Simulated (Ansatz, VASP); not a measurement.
# Bi2Te2O in VASP and in Ansatz

```xyz
10
Lattice="4.2783 0.0000 0.0000 0.0000 4.2783 0.0000 0.0000 0.0000 15.6956" Properties=species:S:1:pos:R:3 pbc="T T T"
Bi    0.0000    2.1392   10.0264
Bi    2.1392    0.0000   14.5158
Bi    0.0000    2.1392    1.1798
Bi    2.1392    0.0000    5.6692
Te    0.0000    2.1392   12.9098
Te    2.1392    0.0000    9.4379
Te    2.1392    0.0000    2.7859
Te    0.0000    2.1392    6.2578
O     2.1392    2.1392    0.0000
O     0.0000    0.0000    0.0000
```

Alike in both runs: functional PBE; k mesh 3 × 3 × 1; occupations gaussian, width 0.15 eV; no spin polarisation.

Ansatz relaxed the structure, and its values are those at the end. VASP's run is a single point on that final structure, the one shown.

```csv
,VASP,Ansatz
version,VASP 6.6.1,Ansatz 0.2.0
potentials or method,"VASP PAW PBE potentials, release 64 (Bi_d, Te, O), cutoff 520 eV","scalar-relativistic, plane waves, PAW"
valence electrons in the cell,96,136
```

|  | VASP | Ansatz | Ansatz less VASP |
| --- | --- | --- | --- |
| gap on the k mesh at the Fermi level (eV) | 0.38 | 0.38 | +0.004 |
| least direct gap on the mesh (eV) | 0.60 | 0.60 | +0.005 |
| pressure (GPa) | 0.1 | 0.1 | +0.01 |
| rms of the force components (eV/Å) | 0.008 | 0.009 | +0.0013 |

VASP's potentials hold 96 valence electrons a cell and Ansatz's 136, so a difference there can come from the potentials and not from the codes.

The k mesh is coarse, so the values compare programs but aren't converged. Neither program's run includes spin-orbit coupling.
